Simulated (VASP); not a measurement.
A run of VASP 6.6.1:

Contents of POSCAR:

```
H
1.0
    3.9503721088      0.0000000000      0.0000000000
   -1.9751860544      3.4211226007      0.0000000000
    0.0000000000      0.0000000000      5.8026558944
H
4
Direct
    0.3333333333      0.6666666667      0.1861058308
    0.6666666667      0.3333333333      0.6861058308
    0.6666666667      0.3333333333      0.8138941692
    0.3333333333      0.6666666667      0.3138941692
```

INCAR.step1

```
PREC = Accurate ; ENCUT = 600
ISMEAR = 0 ; SIGMA = 0.02
LREAL = False ; LASPH = True
NELM = 60 ; GGA = PE
ALGO = Normal ; EDIFF = 1E-4
LWAVE = True ; LCHARG = False
```

INCAR.step2

```
PREC = Accurate ; ENCUT = 600
EDIFF = 1E-6 ; ISMEAR = 0
SIGMA = 0.02 ; LREAL = False
LASPH = True ; NELM = 60
ALGO = Normal ; ISIF = 3
LWAVE = False ; LCHARG = False
METAGGA = R2SCAN ; LMIXTAU = True
IBRION = 2 ; NSW = 100
EDIFFG = -0.01 ; ISTART = 1
```

Contents of KPOINTS:

```
regular mesh
0
Gamma
  9 9 4
```

Potentials or basis: VASP PAW PBE potentials, release 64 (H).

Run with:

```sh
$ cat potpaw_PBE.64/H/POTCAR > POTCAR
$ cp INCAR.step1 INCAR
$ mpirun -np 1 vasp_std > vasp.out
$ cp INCAR.step2 INCAR
$ mpirun -np 1 vasp_std > vasp.out
```

Hardware: 1 thread of Intel(R) Xeon(R) Platinum 8488C (Sapphire Rapids) (shared host).

Q: Estimate the wall time of this run.

A: It took 50 s on 1 thread of Intel(R) Xeon(R) Platinum 8488C (Sapphire Rapids) (shared host), peak memory 0.21 GiB. Counts: k points 36, ion steps 1.
